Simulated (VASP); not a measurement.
# Pb (P6_3/mmc) in VASP: further runs

Runs on Pb. Level: LDA. Tasks: single point.

Everything below comes from runs of VASP 6.6.1. Logs are shortened: lines on timing, memory, paths and dates and some standing lists are left out, and cuts for length are marked.

**1. The cell of the first run**

Symmetry: P6_3/mmc, No. 194, hexagonal system. The conventional cell has a = 3.524 Å, b = 3.524 Å, c = 11.495 Å, α = 90.00°, β = 90.00°, γ = 120.00°. Within 4.6 Å of Pb (site symmetry -6m2) lie 12 Pb at 3.52 Å. Pb (site symmetry -3m) has 12 Pb at 3.52 Å within 4.6 Å.

This isn't the form of Pb at room conditions, which is fcc.

**2. Single point, LDA**

File INCAR:

```
SYSTEM = Pb
ALGO     = Fast           ! electronic algorithm
EDIFF    = 1E-6           ! SCF threshold, eV
ENCUT    = 520            ! plane-wave cutoff, eV
GGA      = CA             ! functional
ISIF     = 2              ! what is computed and relaxed
ISMEAR   = 1              ! smearing method
LASPH    = .True.         ! aspherical terms in the spheres
LCHARG   = .True.         ! write CHGCAR
LELF     = .True.         ! ELF
LREAL    = .False.        ! projectors in reciprocal space
LVHAR    = .True.       
LWAVE    = .False.        ! write WAVECAR
NBANDS   = 36             ! bands
NELM     = 60             ! most SCF steps
PREC     = Accurate       ! precision mode
SIGMA    = 0.05           ! smearing width, eV
```

File KPOINTS:

```
k-points
0
Gamma
  7 7 2
  0 0 0
```

File POSCAR:

```
Pb
1.0
    3.5243661423      0.0000000000      0.0000000000
   -1.7621830712      3.0521906115      0.0000000000
    0.0000000000      0.0000000000     11.4952418100
Pb
4
Direct
    0.6666666667      0.3333333333      0.7500000000
    0.0000000000      0.0000000000      0.5000000000
    0.3333333333      0.6666666667      0.2500000000
    0.0000000000      0.0000000000      0.0000000000
```

Potentials or basis: VASP PAW LDA potentials, release 64 (Pb_d).

The run is started by

```console
$ cat potpaw_LDA.64/Pb_d/POTCAR > POTCAR
$ mpirun -np 1 vasp_std > vasp.out
```

OUTCAR:

```text
SYSTEM = Pb
   EDIFF = 1E-6
   ENCUT = 520
   GGA = CA
   ISIF = 2
   ISMEAR = 1
   LASPH = .True.
   LREAL = .False.
   NELM = 60
   PREC = Accurate

 ion  position               nearest neighbor table
   1  0.667  0.333  0.750-   2 3.52   4 3.52   2 3.52   4 3.52   2 3.52   4 3.52
   2  0.000  0.000  0.500-   1 3.52   3 3.52   1 3.52   3 3.52   1 3.52   3 3.52
   3  0.333  0.667  0.250-   2 3.52   4 3.52   2 3.52   4 3.52   2 3.52   4 3.52
   4  0.000  0.000  0.000-   1 3.52   3 3.52   1 3.52   3 3.52   1 3.52   3 3.52

  LATTYP: Found a hexagonal cell.
 ALAT       =     3.5243661423
 C/A-ratio  =     3.2616480087

  Lattice vectors:

 A1 = (   3.5243661423,   0.0000000000,   0.0000000000)
 A2 = (  -1.7621830712,   3.0521906115,   0.0000000000)
 A3 = (   0.0000000000,   0.0000000000,  11.4952418100)

Analysis of symmetry for initial positions (statically):
=====================================================================
 Subroutine PRICEL returns:
 Original cell was already a primitive cell.

 Routine SETGRP: Setting up the symmetry group for a
 hexagonal supercell.

 Subroutine GETGRP returns: Found 24 space group operations
 (whereof 12 operations were pure point group operations)
 out of a pool of 24 trial point group operations.

The static configuration has the point symmetry D_3d.
 The point group associated with its full space group is D_6h.

Analysis of symmetry for dynamics (positions and initial velocities):
=====================================================================
 Subroutine PRICEL returns:
 Original cell was already a primitive cell.

 Routine SETGRP: Setting up the symmetry group for a
 hexagonal supercell.

 Subroutine GETGRP returns: Found 24 space group operations
 (whereof 12 operations were pure point group operations)
 out of a pool of 24 trial point group operations.

The dynamic configuration has the point symmetry D_3d.
 The point group associated with its full space group is D_6h.

 Subroutine INISYM returns: Found 24 space group operations
 (whereof 12 operations are pure point group operations),
 and found     1 'primitive' translations

----------------------------------------------------------------------------------------

                                     Primitive cell

  volume of cell :     123.6547

  direct lattice vectors                    reciprocal lattice vectors
     3.524366142  0.000000000  0.000000000     0.283738965  0.163816768  0.000000000
    -1.762183071  3.052190611  0.000000000     0.000000000  0.327633535  0.000000000
     0.000000000  0.000000000 11.495241810     0.000000000  0.000000000  0.086992515

  length of vectors
     3.524366142  3.524366142 11.495241810     0.327633535  0.327633535  0.086992515

  position of ions in fractional coordinates (direct lattice)
     0.666666667  0.333333333  0.750000000
     0.000000000  0.000000000  0.500000000
     0.333333333  0.666666667  0.250000000
     0.000000000  0.000000000  0.000000000

  ion indices of the primitive-cell ions
   primitive index   ion index
                 1           1
                 2           2
                 3           3
                 4           4

----------------------------------------------------------------------------------------

 KPOINTS: k-points

Automatic generation of k-mesh.
 Grid dimensions read from file:
 generate k-points for:    7    7    2

 Generating k-lattice:

  Cartesian coordinates                     Fractional coordinates (reciprocal lattice)
     0.040534138  0.023402395  0.000000000     0.142857143  0.000000000  0.000000000
     0.000000000  0.046804791  0.000000000     0.000000000  0.142857143  0.000000000
     0.000000000  0.000000000  0.043496258     0.000000000  0.000000000  0.500000000

  Length of vectors
     0.046804791  0.046804791  0.043496258

  Shift w.r.t. Gamma in fractional coordinates (k-lattice)
     0.000000000  0.000000000  0.000000000

 Subroutine IBZKPT returns following result:
 ===========================================

 Found     16 irreducible k-points:

 Following reciprocal coordinates:
            Coordinates               Weight
  0.000000  0.000000  0.000000      1.000000
  0.142857 -0.000000  0.000000      6.000000
  0.285714 -0.000000  0.000000      6.000000
  0.428571 -0.000000  0.000000      6.000000
  0.142857  0.142857  0.000000      6.000000
  0.285714  0.142857  0.000000     12.000000
[... 8 lines left out ...]
  0.428571  0.142857  0.500000      6.000000
  0.285714  0.285714  0.500000      6.000000
   k-points           NKPTS =     16   k-points in BZ     NKDIM =     16   number of bands    NBANDS=     36
   number of dos      NEDOS =    301   number of ions     NIONS =      4
   total plane-waves  NPLWV =  70560
   dimension x,y,z NGX =    28 NGY =   28 NGZ =   90
   dimension x,y,z NGXF=    56 NGYF=   56 NGZF=  180
   ions per type =               4
   NGX,Y,Z   is equivalent  to a cutoff of  13.21, 13.21, 13.02 a.u.
   NGXF,Y,Z  is equivalent  to a cutoff of  26.42, 26.42, 26.03 a.u.
 SYSTEM =  Pb
   PREC   = accura    normal or accurate (medium, high low for compatibility)
   ISTART =      0    job   : 0-new  1-cont  2-samecut
   ICHARG =      2    charge: 1-file 2-atom 10-const
   ISPIN  =      1    spin polarized calculation?
   LNONCOLLINEAR =      F non collinear calculations
   LSORBIT =      F    spin-orbit coupling
   LASPH  =      T    aspherical Exc in radial PAW
   ENCUT  =  520.0 eV  38.22 Ry    6.18 a.u.   6.55  6.55 21.37*2*pi/ulx,y,z
   NELM   =     60;   NELMIN=  2; NELMDL= -5     # of ELM steps
   EDIFF  = 0.1E-05   stopping-criterion for ELM
   LREAL  =      F    real-space projection
   EDIFFG = 0.1E-04   stopping-criterion for IOM
   NSW    =      0    number of steps for IOM
   IBRION =     -1    ionic relax: 0-MD 1-quasi-New 2-CG
   NFREE  =      0    steps in history (QN), initial steepest desc. (CG)
   ISIF   =      2    stress and relaxation
   ISYM   =      2    0-nonsym 1-usesym 2-fastsym
   POTIM  = 0.5000    time-step for ionic-motion
   TEBEG  =    0.0;   TEEND  =   0.0 temperature during run
   PSTRESS=    0.0 pullay stress
   NELECT =      56.0000    total number of electrons
   NUPDOWN=      -1.0000    fix difference up-down
   EMIN   =  10.00;   EMAX   =-10.00  energy-range for DOS
   EFERMI =   0.00;   METHOD = LEGACY
   ISMEAR =     1;   SIGMA  =   0.05  broadening in eV -4-tet -1-fermi 0-gaus
   EFERMI_NEDOS =   21; number of points for ismear=-14 and -15
   IALGO  =     68    algorithm
   IMIX   =      4    mixing-type and parameters
     AMIX     =   0.40;   BMIX     =  1.00
     AMIX_MAG =   1.60;   BMIX_MAG =  1.00
  volume/ion in A,a.u.               =      30.91       208.62
  Fermi-wavevector in a.u.,A,eV,Ry     =   1.257189  2.375743 21.504338  1.580524
  Thomas-Fermi vector in A             =   2.390860
   LORBIT       =      0    0 simple, 1 ext, 2 COOP (PROOUT), +10 PAW based schemes
   GGA     = CA    functional components
   LHFCALC =     F    Hartree Fock is set to
   AEXX    =    0.0000 exact exchange contribution
   IVDW    =     0    specifies the selected vdW correction
   LEPSILON=     F    determine dielectric tensor
   LRPA    =     F    only Hartree local field effects (RPA)
 non-spin polarized calculation
 RMM-DIIS sequential band-by-band and
 Methfessel and Paxton  Order N= 1 SIGMA  =   0.05
  energy-cutoff  :      520.00
  volume of cell :      123.65
 maximum number of plane-waves:      3402
 NGX is ok and might be reduce to    28
   NGX = 13   NGY = 13   NGZ = 43

 number of electron      56.0000006 magnetization

 Free energy of the ion-electron system (eV)
  ---------------------------------------------------
  ext. energy  EPLUGINS =         0.00000000
  ---------------------------------------------------
  free energy    TOTEN  =       -16.91829706 eV

  energy without entropy =      -16.91902022  energy(sigma->0) =      -16.91853811

 E-fermi :   7.0640     XC(G=0): -10.3640

 val. band max:        7.0411791069   @ k =   0.4286   0.1429   0.0000
 cond. band min:       7.1044133771   @ k =   0.4286   0.1429   0.5000
 fundamental gap:      0.0632342702
 Fermi energy:         7.0640032739

 k-point     1 :       0.0000    0.0000    0.0000
  band No.  band energies     occupation
      1     -10.2395      2.00000
      2     -10.2286      2.00000
      3     -10.2152      2.00000
      4     -10.2152      2.00000
      5     -10.1997      2.00000
      6     -10.1983      2.00000
[... 28 lines left out ...]
     35      13.9459      0.00000
     36      14.0557      0.00000

 k-point     2 :       0.1429   -0.0000    0.0000
  band No.  band energies     occupation
      1     -10.2438      2.00000
      2     -10.2352      2.00000
      3     -10.2135      2.00000
      4     -10.2027      2.00000
      5     -10.1923      2.00000
      6     -10.1819      2.00000
[... 28 lines left out ...]
     35      13.5829      0.00000
     36      13.9793      0.00000

 k-point     3 :       0.2857   -0.0000    0.0000
  band No.  band energies     occupation
      1     -10.2997      2.00000
      2     -10.2698      2.00000
      3     -10.2376      2.00000
      4     -10.2133      2.00000
      5     -10.1913      2.00000
      6     -10.1756      2.00000
[... 28 lines left out ...]
     35      11.8464      0.00000
     36      13.0661      0.00000

 k-point     4 :       0.4286   -0.0000    0.0000
  band No.  band energies     occupation
      1     -10.3421      2.00000
      2     -10.2995      2.00000
      3     -10.2606      2.00000
      4     -10.2537      2.00000
      5     -10.2307      2.00000
      6     -10.1994      2.00000
[... 28 lines left out ...]
     35      11.0623      0.00000
     36      12.3103      0.00000

 k-point     5 :       0.1429    0.1429    0.0000
  band No.  band energies     occupation
      1     -10.2495      2.00000
      2     -10.2277      2.00000
      3     -10.2225      2.00000
      4     -10.2195      2.00000
      5     -10.2010      2.00000
      6     -10.1605      2.00000
[... 343 lines left out ...]
 k-point    14 :       0.2857    0.1429    0.5000
  band No.  band energies     occupation
      1     -10.2738      2.00000
      2     -10.2738      2.00000
      3     -10.2203      2.00000
      4     -10.2203      2.00000
      5     -10.1964      2.00000
      6     -10.1964      2.00000
[... 28 lines left out ...]
     35      11.6393      0.00000
     36      11.6393      0.00000

 k-point    15 :       0.4286    0.1429    0.5000
  band No.  band energies     occupation
      1     -10.2910      2.00000
      2     -10.2910      2.00000
      3     -10.2383      2.00000
      4     -10.2383      2.00000
      5     -10.1876      2.00000
      6     -10.1876      2.00000
[... 28 lines left out ...]
     35      10.4296      0.00000
     36      10.4296      0.00000

 k-point    16 :       0.2857    0.2857    0.5000
  band No.  band energies     occupation
      1     -10.2655      2.00000
      2     -10.2655      2.00000
      3     -10.2062      2.00000
      4     -10.2062      2.00000
      5     -10.1626      2.00000
      6     -10.1626      2.00000
[... 28 lines left out ...]
     35      10.6450      0.00000
     36      10.6450      0.00000

------------------------ aborting loop because EDIFF is reached ----------------------------------------

  FORCE on cell =-STRESS in cart. coord.  units (eV):
  Direction    XX          YY          ZZ          XY          YZ          ZX
  --------------------------------------------------------------------------------------
  -------------------------------------------------------------------------------------
  Total       -1.7725861     -1.7725861     -2.6115975      0.0000000      0.0000000      0.0000000
  in kB      -22.9671513    -22.9671513    -33.8381053      0.0000000      0.0000000      0.0000000
  external PRESSURE =     -26.5908026 kB  Pullay stress =       0.0000000 kB

 VOLUME and BASIS-vectors are now :
 -----------------------------------------------------------------------------
  energy-cutoff  :      520.00
  volume of cell :      123.65
      direct lattice vectors                 reciprocal lattice vectors
     3.524366142  0.000000000  0.000000000     0.283738965  0.163816768  0.000000000
    -1.762183071  3.052190611  0.000000000     0.000000000  0.327633535  0.000000000
     0.000000000  0.000000000 11.495241810     0.000000000  0.000000000  0.086992515

 POSITION                                       TOTAL-FORCE (eV/Angst)
 -----------------------------------------------------------------------------------
      1.76218      1.01740      8.62143         0.000000      0.000000     -0.000000
      0.00000      0.00000      5.74762         0.000000     -0.000000      0.000000
     -0.00000      2.03479      2.87381        -0.000000      0.000000     -0.000000
      0.00000      0.00000      0.00000         0.000000     -0.000000      0.000000
 -----------------------------------------------------------------------------------
    total drift:                                0.000000     -0.000000      0.000000

  FREE ENERGIE OF THE ION-ELECTRON SYSTEM (eV)
  ---------------------------------------------------
  free  energy   TOTEN  =       -16.9182970583 eV

  energy  without entropy=      -16.9190202168  energy(sigma->0) =      -16.91853811
```

Wall time 79 s (1 thread of Intel Xeon 8259CL, shared host); peak memory 0.22 GiB.

Results:

```yaml
Free_energy: -16.9183 eV
Pressure: -2.7 GPa
Band_gap_on_the_k_mesh: zero (bands 28 and 29 overlap by 6.59 eV)
```

Caveat: spin-orbit coupling is left out, which moves the levels of the heavy elements.

**3. Single point, LDA**

File INCAR:

```
SYSTEM = Pb
PREC = Accurate
ENCUT = 520
EDIFF = 1E-6
ISMEAR = 1
SIGMA = 0.025
LREAL = .FALSE.
LASPH = .TRUE.
NELM = 60
ALGO = Normal
ISIF = 2
LWAVE = .FALSE.
LCHARG = .FALSE.
NBANDS = 36
```

File KPOINTS:

```
regular mesh
0
G
  7 7 2
  0 0 0
```

POSCAR is that of step 2.

Potentials or basis: VASP PAW LDA potentials, release 64 (Pb_d).

The run is started by

```console
$ cat potpaw_LDA.64/Pb_d/POTCAR > POTCAR
$ mpirun -np 1 vasp_std > vasp.out
```

Wall time 63 s (1 thread of Intel Xeon 8259CL, shared host); peak memory 0.23 GiB.

Results (log left out):

```
Free energy            : -16.9186 eV
Pressure               : -2.7 GPa
Band gap on the k mesh : zero (bands 28 and 29 overlap by 6.59 eV)
```

Stress tensor (GPa, compression positive):
```
-2.33  0.00  0.00
 0.00 -2.33  0.00
 0.00  0.00 -3.41
```

Levels at points of the mesh, in eV from the Fermi level:
| k point | band 26 | band 27 | band 28 | band 29 | band 30 | band 31 |
| --- | --- | --- | --- | --- | --- | --- |
| (0.00, 0.00, 0.00) | 0.46 | 0.47 | 5.13 | 5.13 | 5.93 | 5.93 |
| (0.00, 0.00, 0.50) | -2.75 | 4.25 | 4.25 | 5.35 | 5.35 | 5.35 |

Caveat: spin-orbit coupling is left out, which moves the levels of the heavy elements.

**4. Single point, LDA**

File INCAR:

```
ALGO = Normal
EDIFF = 1E-7
ENCUT = 520
GGA = CA
ISIF = 2
ISMEAR = 1
LASPH = T
LCHARG = T
LELF = T
LREAL = F
LVHAR = T
LWAVE = F
NBANDS = 36
NELM = 80
PREC = Accurate
SIGMA = 0.01
```

File KPOINTS:

```
k-points
0
Gamma
  7 7 2
```

POSCAR is that of step 3.

The run is started by

```console
$ cat potpaw_LDA.64/Pb_d/POTCAR > POTCAR
$ mpirun -np 1 vasp_std > vasp.out
```

It took 83 s on 1 thread of Intel Xeon 8259CL, shared host; peak memory 0.23 GiB.

The run converged. Its results:

- Free energy: -16.9185 eV
- Pressure: -2.7 GPa
- Band gap on the k mesh: zero (bands 28 and 29 overlap by 6.59 eV)

Stress tensor (GPa, compression positive):
```
-2.33  0.00  0.00
 0.00 -2.33  0.00
 0.00  0.00 -3.41
```

Levels at points of the mesh, in eV from the Fermi level:
| k point | band 24 | band 25 | band 26 | band 27 | band 28 | band 29 | band 30 | band 31 | band 32 | band 33 |
| --- | --- | --- | --- | --- | --- | --- | --- | --- | --- | --- |
| (0.00, 0.00, 0.00) | -8.38 | -4.36 | 0.46 | 0.48 | 5.13 | 5.13 | 5.93 | 5.93 | 5.94 | 5.94 |
| (0.00, 0.00, 0.50) | -9.37 | -2.74 | -2.74 | 4.26 | 4.26 | 5.36 | 5.36 | 5.36 | 5.36 | 6.60 |

Caveat: spin-orbit coupling is left out, which moves the levels of the heavy elements.

**5. Single point, LDA**

File INCAR:

```
ALGO = Normal
EDIFF = 1E-6
ENCUT = 520
GGA = CA
ISIF = 2
ISMEAR = 1
LASPH = T
LCHARG = F
LREAL = F
LWAVE = F
NBANDS = 36
NELM = 60
PREC = Accurate
SIGMA = 0.005
```

KPOINTS is that of step 4.

POSCAR is that of step 4.

The run is started by

```console
$ cat potpaw_LDA.64/Pb_d/POTCAR > POTCAR
$ mpirun -np 1 vasp_std > vasp.out
```

Run time: 74 s. Hardware: 1 thread of Intel Xeon 8259CL, shared host; peak memory 0.23 GiB.

The run converged. Its results:

* Free energy: -16.9184 eV
* Pressure: -2.7 GPa
* Band gap on the k mesh: zero (bands 28 and 29 overlap by 6.59 eV)

Stress tensor (GPa, compression positive):
```
-2.33  0.00  0.00
 0.00 -2.33  0.00
 0.00  0.00 -3.41
```

Levels at points of the mesh, in eV from the Fermi level:
```
           k point  band 26  band 27  band 28  band 29  band 30  band 31
(0.00, 0.00, 0.00)     0.47     0.48     5.13     5.13     5.94     5.94
(0.00, 0.00, 0.50)    -2.74     4.26     4.26     5.36     5.36     5.36
```

Caveat: spin-orbit coupling is left out, which moves the levels of the heavy elements.

**6. Overview**

| smearing | gap on the mesh (eV) | pressure (GPa) |
| --- | --- | --- |
| methfessel-paxton 0.05 eV | none | -2.7 |
| methfessel-paxton 0.025 eV | none | -2.7 |
| methfessel-paxton 0.01 eV | none | -2.7 |
| methfessel-paxton 0.005 eV | none | -2.7 |

Alike in all rows: task single point; level LDA; potentials or basis VASP PAW LDA potentials, release 64 (Pb_d); no spin polarisation; cell as given; k mesh 7 × 7 × 2; cutoff (eV) 520.

Caveats: spin-orbit coupling is left out, which moves the levels of the heavy elements.

Total energies depend on the potentials used, so only differences within one code and one set of settings carry meaning.
